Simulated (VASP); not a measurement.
# MgO2 (Pa-3) in VASP: a series of runs

The runs below take MgO2 through single point, relaxation of cell and atoms, relaxation of the atoms, with PBEsol.

All numbers are computed with VASP 6.6.1; they aren't measurements. Logs are shortened: lines on timing, memory, paths and dates and some standing lists are left out, and cuts for length are marked.

### 1 The cell of the first run

The structure is cubic, space group Pa-3 (No. 205). The conventional cell has a = 4.889 Å, b = 4.889 Å, c = 4.889 Å, α = 90.00°, β = 90.00°, γ = 90.00°. Mg (site symmetry -3) has 6 O at 2.10 Å within 2.8 Å. O (site symmetry 3) has 1 O at 1.49 Å within 2.0 Å.

### 2 Single point, PBEsol (volume scaled by 1.03, then relaxed in part)

The input, INCAR:

```
PREC = Accurate
ENCUT = 520
EDIFF = 1E-6
ISMEAR = 0
SIGMA = 0.02
LREAL = F
LASPH = T
NELM = 80
ALGO = Normal
ISIF = 2
LWAVE = F
LCHARG = T
GGA = PS
LELF = T
LVHAR = T
NBANDS = 40
```

The input, KPOINTS:

```
regular mesh
0
Gamma
  6 6 6
```

The input, POSCAR:

```
MgO2
1.0
    4.8887628866      0.0000000000      0.0000000000
    0.0000000000      4.8887628866      0.0000000000
    0.0000000000      0.0000000000      4.8887628866
Mg O
4 8
Direct
    0.0000000000      0.5000000000      0.5000000000
    0.5000000000      0.5000000000      0.0000000000
    0.5000000000      0.0000000000      0.5000000000
    0.0000000000      0.0000000000      0.0000000000
    0.4121770921      0.0878229079      0.9121770921
    0.0878229079      0.9121770921      0.4121770921
    0.9121770921      0.4121770921      0.0878229079
    0.5878229079      0.5878229079      0.5878229079
    0.4121770921      0.4121770921      0.4121770921
    0.0878229079      0.5878229079      0.9121770921
    0.9121770921      0.0878229079      0.5878229079
    0.5878229079      0.9121770921      0.0878229079
```

Potentials or basis: VASP PAW PBE potentials, release 64 (Mg, O).

Launch:

```sh
$ cat potpaw_PBE.64/Mg/POTCAR potpaw_PBE.64/O/POTCAR > POTCAR
$ mpirun -np 1 vasp_std > vasp.out
```

OUTCAR:

```text
PREC = Accurate
   ENCUT = 520
   EDIFF = 1E-6
   ISMEAR = 0
   LREAL = F
   LASPH = T
   NELM = 80
   ISIF = 2
   GGA = PS

 ion  position               nearest neighbor table
   1  0.000  0.500  0.500-   6 2.10   7 2.10   8 2.10   9 2.10  10 2.10  11 2.10   2 3.46   3 3.46
                             4 3.46   2 3.46   4 3.46   3 3.46   4 3.46   4 3.46   2 3.46   3 3.46
   2  0.500  0.500  0.000-   5 2.10   7 2.10   8 2.10   9 2.10  10 2.10  12 2.10   1 3.46   3 3.46
                             4 3.46   1 3.46   3 3.46   3 3.46   4 3.46   3 3.46   1 3.46   4 3.46
   3  0.500  0.000  0.500-   5 2.10   6 2.10   8 2.10   9 2.10  11 2.10  12 2.10   1 3.46   2 3.46
                             4 3.46   2 3.46   4 3.46   1 3.46   2 3.46   2 3.46   1 3.46   4 3.46
   4  0.000  0.000  0.000-   5 2.10   6 2.10   7 2.10  10 2.10  11 2.10  12 2.10   1 3.46   2 3.46
                             3 3.46   1 3.46   3 3.46   1 3.46   2 3.46   1 3.46   2 3.46   3 3.46
   5  0.412  0.088  0.912-  12 1.49   3 2.10   4 2.10   2 2.10
   6  0.088  0.912  0.412-  11 1.49   3 2.10   4 2.10   1 2.10
   7  0.912  0.412  0.088-  10 1.49   2 2.10   4 2.10   1 2.10
   8  0.588  0.588  0.588-   9 1.49   2 2.10   3 2.10   1 2.10
   9  0.412  0.412  0.412-   8 1.49   2 2.10   3 2.10   1 2.10
  10  0.088  0.588  0.912-   7 1.49   2 2.10   4 2.10   1 2.10
  11  0.912  0.088  0.588-   6 1.49   3 2.10   4 2.10   1 2.10
  12  0.588  0.912  0.088-   5 1.49   3 2.10   4 2.10   2 2.10

  LATTYP: Found a simple cubic cell.
 ALAT       =     4.8887628866

  Lattice vectors:

 A1 = (   4.8887628866,   0.0000000000,   0.0000000000)
 A2 = (   0.0000000000,   4.8887628866,   0.0000000000)
 A3 = (   0.0000000000,   0.0000000000,   4.8887628866)

Analysis of symmetry for initial positions (statically):
=====================================================================
 Subroutine PRICEL returns:
 Original cell was already a primitive cell.

 Routine SETGRP: Setting up the symmetry group for a
 simple cubic supercell.

 Subroutine GETGRP returns: Found 24 space group operations
 (whereof  6 operations were pure point group operations)
 out of a pool of 48 trial point group operations.

The static configuration has the point symmetry S_6 .
 The point group associated with its full space group is T_h .

Analysis of symmetry for dynamics (positions and initial velocities):
=====================================================================
 Subroutine PRICEL returns:
 Original cell was already a primitive cell.

 Routine SETGRP: Setting up the symmetry group for a
 simple cubic supercell.

[... 137 lines left out ...]
   EMIN   =  10.00;   EMAX   =-10.00  energy-range for DOS
   EFERMI =   0.00;   METHOD = LEGACY
   ISMEAR =     0;   SIGMA  =   0.02  broadening in eV -4-tet -1-fermi 0-gaus
   EFERMI_NEDOS =   21; number of points for ismear=-14 and -15
   IALGO  =     38    algorithm
   IMIX   =      4    mixing-type and parameters
     AMIX     =   0.40;   BMIX     =  1.00
     AMIX_MAG =   1.60;   BMIX_MAG =  1.00
  volume/ion in A,a.u.               =       9.74        65.71
  Fermi-wavevector in a.u.,A,eV,Ry     =   1.281165  2.421052 22.332396  1.641385
  Thomas-Fermi vector in A             =   2.413551
   LORBIT       =      0    0 simple, 1 ext, 2 COOP (PROOUT), +10 PAW based schemes
   GGA     = PS    functional components
   LHFCALC =     F    Hartree Fock is set to
   AEXX    =    0.0000 exact exchange contribution
   IVDW    =     0    specifies the selected vdW correction
   LEPSILON=     F    determine dielectric tensor
   LRPA    =     F    only Hartree local field effects (RPA)
 non-spin polarized calculation
 Gauss-broadening in eV      SIGMA  =   0.02
  energy-cutoff  :      520.00
  volume of cell :      116.84
 maximum number of plane-waves:      3178
   NGX = 19   NGY = 19   NGZ = 19

 number of electron      56.0000024 magnetization

 Free energy of the ion-electron system (eV)
  ---------------------------------------------------
  ext. energy  EPLUGINS =         0.00000000
  ---------------------------------------------------
  free energy    TOTEN  =       -69.74290574 eV

  energy without entropy =      -69.74290574  energy(sigma->0) =      -69.74290574

 E-fermi :   2.8242     XC(G=0): -10.8640

 val. band max:        2.6615244266   @ k =   0.0000   0.0000   0.0000
 cond. band min:       6.5124670570   @ k =   0.3333   0.1667   0.1667
 fundamental gap:      3.8509426304
 Fermi energy:         2.8241631068

 k-point     1 :       0.0000    0.0000    0.0000
  band No.  band energies     occupation
      1     -18.4748      2.00000
      2     -17.7482      2.00000
      3     -17.7482      2.00000
      4     -17.7482      2.00000
      5     -11.9384      2.00000
      6     -11.9384      2.00000
[... 1021 lines left out ...]
     39      13.3661      0.00000
     40      13.3661      0.00000

------------------------ aborting loop because EDIFF is reached ----------------------------------------

  FORCE on cell =-STRESS in cart. coord.  units (eV):
  Direction    XX          YY          ZZ          XY          YZ          ZX
  --------------------------------------------------------------------------------------
  -------------------------------------------------------------------------------------
  Total       -2.8247111     -2.8247111     -2.8247111      0.0000000      0.0000000      0.0000000
  in kB      -38.7335859    -38.7335859    -38.7335859      0.0000000      0.0000000      0.0000000
  external PRESSURE =     -38.7335859 kB  Pullay stress =       0.0000000 kB

 VOLUME and BASIS-vectors are now :
 -----------------------------------------------------------------------------
  energy-cutoff  :      520.00
  volume of cell :      116.84
      direct lattice vectors                 reciprocal lattice vectors
     4.888762887  0.000000000  0.000000000     0.204550726  0.000000000  0.000000000
     0.000000000  4.888762887  0.000000000     0.000000000  0.204550726  0.000000000
     0.000000000  0.000000000  4.888762887     0.000000000  0.000000000  0.204550726

 POSITION                                       TOTAL-FORCE (eV/Angst)
 -----------------------------------------------------------------------------------
      0.00000      2.44438      2.44438        -0.000000     -0.000000      0.000000
      2.44438      2.44438      0.00000        -0.000000     -0.000000      0.000000
      2.44438      0.00000      2.44438        -0.000000     -0.000000      0.000000
      0.00000      0.00000      0.00000        -0.000000     -0.000000      0.000000
      2.01504      0.42935      4.45942        -0.112383      0.112383     -0.112383
      0.42935      4.45942      2.01504         0.112383     -0.112383     -0.112383
      4.45942      2.01504      0.42935        -0.112383     -0.112383      0.112383
      2.87373      2.87373      2.87373         0.112383      0.112383      0.112383
      2.01504      2.01504      2.01504        -0.112383     -0.112383     -0.112383
      0.42935      2.87373      4.45942         0.112383      0.112383     -0.112383
      4.45942      0.42935      2.87373        -0.112383      0.112383      0.112383
      2.87373      4.45942      0.42935         0.112383     -0.112383      0.112383
 -----------------------------------------------------------------------------------
    total drift:                                0.000000      0.000000     -0.000000

  FREE ENERGIE OF THE ION-ELECTRON SYSTEM (eV)
  ---------------------------------------------------
  free  energy   TOTEN  =       -69.7429057385 eV

  energy  without entropy=      -69.7429057385  energy(sigma->0) =      -69.74290574
```

Run time: 85 s. Hardware: 1 thread of Intel Xeon 6975P-C, shared host; peak memory 0.25 GiB.

What came out:

- Free energy: -69.7429 eV
- Pressure: -3.9 GPa
- Largest force: 0.195 eV/Å
- Band gap on the k mesh: 3.85 eV, indirect (least direct gap 3.96 eV)

Forces on the atoms (eV/Å):
```
Mg   0.000  0.000  0.000
Mg   0.000  0.000  0.000
Mg   0.000  0.000  0.000
Mg   0.000  0.000  0.000
O   -0.112  0.112 -0.112
O    0.112 -0.112 -0.112
O   -0.112 -0.112  0.112
O    0.112  0.112  0.112
O   -0.112 -0.112 -0.112
O    0.112  0.112 -0.112
O   -0.112  0.112  0.112
O    0.112 -0.112  0.112
```

Caveat: the PAW data sets were made with another functional, which shifts forces and pressure a little.

### 3 Single point, PBEsol (volume scaled by 1.06, then relaxed in part)

The input, INCAR:

```
SYSTEM = MgO2
PREC     = Accurate       ! precision mode
ENCUT    = 520            ! plane-wave cutoff, eV
EDIFF    = 1E-6           ! SCF threshold, eV
ISMEAR   = 0              ! smearing method
SIGMA    = 0.02           ! smearing width, eV
LREAL    = .FALSE.        ! projectors in reciprocal space
LASPH    = .TRUE.         ! aspherical terms in the spheres
NELM     = 60             ! most SCF steps
ALGO     = Normal         ! electronic algorithm
ISIF     = 2              ! what is computed and relaxed
LWAVE    = .FALSE.        ! write WAVECAR
LCHARG   = .FALSE.        ! write CHGCAR
GGA      = PS             ! functional
NBANDS   = 40             ! bands
```

The input, KPOINTS:

```
Automatic mesh
0
G
  6 6 6
  0 0 0
```

The input, POSCAR:

```
MgO2
1.0
    4.9357731059      0.0000000000      0.0000000000
    0.0000000000      4.9357731059      0.0000000000
    0.0000000000      0.0000000000      4.9357731059
Mg O
4 8
Direct
    0.0000000000      0.5000000000      0.5000000000
    0.5000000000      0.5000000000      0.0000000000
    0.5000000000      0.0000000000      0.5000000000
    0.0000000000      0.0000000000      0.0000000000
    0.4127151144      0.0872848856      0.9127151144
    0.0872848856      0.9127151144      0.4127151144
    0.9127151144      0.4127151144      0.0872848856
    0.5872848856      0.5872848856      0.5872848856
    0.4127151144      0.4127151144      0.4127151144
    0.0872848856      0.5872848856      0.9127151144
    0.9127151144      0.0872848856      0.5872848856
    0.5872848856      0.9127151144      0.0872848856
```

Potentials or basis: VASP PAW PBE potentials, release 64 (Mg, O).

Launch:

```sh
$ cat potpaw_PBE.64/Mg/POTCAR potpaw_PBE.64/O/POTCAR > POTCAR
$ mpirun -np 1 vasp_std > vasp.out
```

Run time: 1.8 min. Hardware: 1 thread of Intel Xeon 6975P-C, shared host; peak memory 0.28 GiB.

Results (log left out):

* Free energy: -69.6244 eV
* Pressure: -7.1 GPa
* Largest force: 0.190 eV/Å
* Band gap on the k mesh: 3.76 eV, indirect (least direct gap 3.86 eV)

Forces in eV/Å, atoms in the order of the input:
```
Mg   0.000  0.000  0.000
Mg   0.000  0.000  0.000
Mg   0.000  0.000  0.000
Mg   0.000  0.000  0.000
O   -0.109  0.109 -0.109
O    0.109 -0.109 -0.109
O   -0.109 -0.109  0.109
O    0.109  0.109  0.109
O   -0.109 -0.109 -0.109
O    0.109  0.109 -0.109
O   -0.109  0.109  0.109
O    0.109 -0.109  0.109
```

Levels at points of the mesh, in eV from the valence-band top:
| k point | band 25 | band 26 | band 27 | band 28 | band 29 | band 30 | band 31 | band 32 |
| --- | --- | --- | --- | --- | --- | --- | --- | --- |
| (0.00, 0.00, 0.00) | -0.45 | -0.45 | 0.00 | 0.00 | 4.44 | 4.44 | 4.44 | 4.55 |
| (0.50, 0.00, 0.00) | -0.68 | -0.68 | -0.12 | -0.12 | 3.82 | 3.82 | 4.35 | 4.35 |
| (0.50, 0.50, 0.00) | -0.48 | -0.48 | -0.48 | -0.48 | 4.08 | 4.08 | 4.08 | 4.08 |
| (0.50, 0.50, 0.50) | -0.54 | -0.54 | -0.54 | -0.54 | 4.41 | 4.41 | 4.41 | 4.41 |

Caveat: the PAW data sets were made with another functional, which shifts forces and pressure a little.

(Part 1 of 2 ends here.)
